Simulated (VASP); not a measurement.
Wanted: the native input for a VASP 6.6.1 run.

```
Task                   : single point
Functional             : r2SCAN
Potentials or basis    : VASP PAW PBE potentials, release 64 (Mg, F)
Cutoff                 : 660 eV
k mesh                 : 6 × 6 × 8
Occupations            : gaussian, width 0.01 eV
Spin                   : no spin polarisation
Dipole correction      : no
Further INCAR settings : ALGO = Normal; EDIFF = 1e-06; NBANDS = 25
```

MgF2:

```xyz
6
Lattice="4.8069 0.0000 0.0000 0.0000 4.8069 0.0000 0.0000 0.0000 2.9816" Properties=species:S:1:pos:R:3 pbc="T T T"
Mg    0.0000    0.0000    0.0000
Mg    2.4034    2.4034    1.4908
F     1.4611    1.4611    0.0000
F     0.9423    3.8646    1.4908
F     3.8646    0.9423    1.4908
F     3.3457    3.3457    0.0000
```

This cell differs from its parent crystal: epitaxial xy strain +4.0%.

One way to write it, as run:

POSCAR

```
MgF2
1.0
    4.8068966344      0.0000000000      0.0000000000
    0.0000000000      4.8068966344      0.0000000000
    0.0000000000      0.0000000000      2.9815746277
Mg F
2 4
Direct
    0.0000000000      0.0000000000      0.0000000000
    0.5000000000      0.5000000000      0.5000000000
    0.3039688291      0.3039688291      0.0000000000
    0.1960311709      0.8039688291      0.5000000000
    0.8039688291      0.1960311709      0.5000000000
    0.6960311709      0.6960311709      0.0000000000
```

INCAR.step1

```
SYSTEM = MgF2
ALGO = Normal ; EDIFF = 1E-5
ENCUT = 660 ; GGA = PE
GGA_COMPAT = .FALSE. ; ISMEAR = 0
LASPH = .TRUE. ; LCHARG = .FALSE.
LREAL = .FALSE. ; LWAVE = .TRUE.
NBANDS = 25 ; NELM = 120
PREC = Accurate ; SIGMA = 0.01
```

INCAR.step2

```
SYSTEM = MgF2
ALGO = Normal ; EDIFF = 1E-6
ENCUT = 660 ; GGA_COMPAT = .FALSE.
ISIF = 2 ; ISMEAR = 0
ISTART = 1 ; LASPH = .TRUE.
LCHARG = .TRUE. ; LELF = .TRUE.
LMIXTAU = .TRUE. ; LREAL = .FALSE.
LVHAR = .TRUE. ; LWAVE = .FALSE.
METAGGA = R2SCAN ; NBANDS = 25
NELM = 120 ; PREC = Accurate
SIGMA = 0.01
```

KPOINTS

```
k-points
0
G
  6 6 8
  0 0 0
```

Potentials or basis: VASP PAW PBE potentials, release 64 (Mg, F).

Run with:

```bash
$ cat potpaw_PBE.64/Mg/POTCAR potpaw_PBE.64/F/POTCAR > POTCAR
$ cp INCAR.step1 INCAR
$ mpirun -np 1 vasp_std > vasp.out
$ cp INCAR.step2 INCAR
$ mpirun -np 1 vasp_std > vasp.out
```

It gave:

* Pressure: -5.9 GPa
* Largest force: 0.011 eV/Å
* Band gap on the k mesh: 7.73 eV

Caveat: the cell differs from its parent crystal (epitaxial xy strain +4.0%); the stress differs along the axes, from -8 to -1 GPa; the structure was generated, so it needn't be the stable form of MgF2; the PAW data sets were made with another functional, which shifts forces and pressure a little.

Wall time 12 min on 1 thread of Oxide Virtual Turin-like Processor (shared host), peak memory 0.25 GiB.
